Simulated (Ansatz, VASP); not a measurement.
**HgTe in VASP and in Ansatz**

POSCAR

```
HgTe
1.0
    0.0389900253      3.2952563328      3.2952563328
    3.2952563328      0.0389900253      3.2952563328
    3.2952563328      3.2952563328      0.0389900253
Hg Te
1 1
Direct
    0.0013308318      0.0013308318      0.0013308318
    0.2486691682      0.2486691682      0.2486691682
```

File INCAR.step1:

```
SYSTEM = HgTe
ALGO = Normal ; EDIFF = 1E-4
ENCUT = 520 ; GGA = PE
GGA_COMPAT = .False. ; ISMEAR = -1
LASPH = .True. ; LCHARG = .False.
LREAL = .False. ; LSORBIT = .True.
LWAVE = .True. ; MAGMOM = 0 0 0 0 0 0
NBANDS = 30 ; NELM = 150
PREC = Accurate ; SIGMA = 0.02
```

The input INCAR.step2:

```
SYSTEM = HgTe
ALGO = Normal ; EDIFF = 1E-6
ENCUT = 520 ; GGA_COMPAT = .False.
ISIF = 2 ; ISMEAR = -1
ISTART = 1 ; LASPH = .True.
LCHARG = .False. ; LMIXTAU = .True.
LORBIT = 11 ; LORBMOM = .True.
LREAL = .False. ; LSORBIT = .True.
LWAVE = .False. ; MAGMOM = 0 0 0 0 0 0
METAGGA = R2SCAN ; NBANDS = 30
NELM = 150 ; PREC = Accurate
SIGMA = 0.02
```

Contents of KPOINTS:

```
k-points
0
Gamma
  6 6 6
  0 0 0
```

Input for Ansatz:

```yaml
crystal:
  lattice:
    - [0.0389900253, 3.2952563328, 3.2952563328]
    - [3.2952563328, 0.0389900253, 3.2952563328]
    - [3.2952563328, 3.2952563328, 0.0389900253]
  atoms:
    - { symbol: Hg, position: [0.0013308318, 0.0013308318, 0.0013308318] }
    - { symbol: Te, position: [0.2486691682, 0.2486691682, 0.2486691682] }
kpoints:
  mp_grid: { grid: [6, 6, 6] }
  band_path:
    path:
      - [0.0, 0.0, 0.0]
      - [-0.5, -0.5, 0.0]
      - [-0.375, -0.375, 0.25]
      - [-0.375, 0.0, 0.375]
      - [0.0, 0.0, 0.5]
      - [-0.5, -0.25, 0.25]
      - [-0.025065, -0.025065, -0.025065]
    npoints: 1
hamiltonian:
  xc: r2scan
scf:
  occupations: { method: fermi_dirac, width: 0.02 }
  n_extra_bands: 8
magnetization:
  noncollinear: true
  spin_orbit: true
output:
  forces: true
  stress: true
  eigenvalues: true
  write_density: true
  write_potential: true
  elf: true
  volumetric_format: npy
```

Change from the starting cell: epitaxial_111 strain -1.0%.

Alike in both runs: task single point; functional r2SCAN; k mesh 6 × 6 × 6; occupations fermi-dirac, width 0.02 eV; non-collinear spin, spin-orbit coupling.

|  | VASP | Ansatz |
| --- | --- | --- |
| version | VASP 6.6.1 | Ansatz 0.2.0 |
| potentials or method | VASP PAW PBE potentials, release 64 (Hg, Te) | plane waves, PAW |
| plane-wave cutoff (eV) | 520 | 500 |
| valence electrons in the cell | 18 | 36 |

```tsv
	VASP	Ansatz	Ansatz less VASP
pressure (GPa)	0.3	0.0	-0.27
traceless stress, the component that is largest in VASP (GPa)	-0.23	-0.23	-0.001
```

VASP's potentials were made for PBE, not for r2SCAN. VASP's potentials hold 18 valence electrons a cell and Ansatz's 36, so a difference there can come from the potentials and not from the codes.
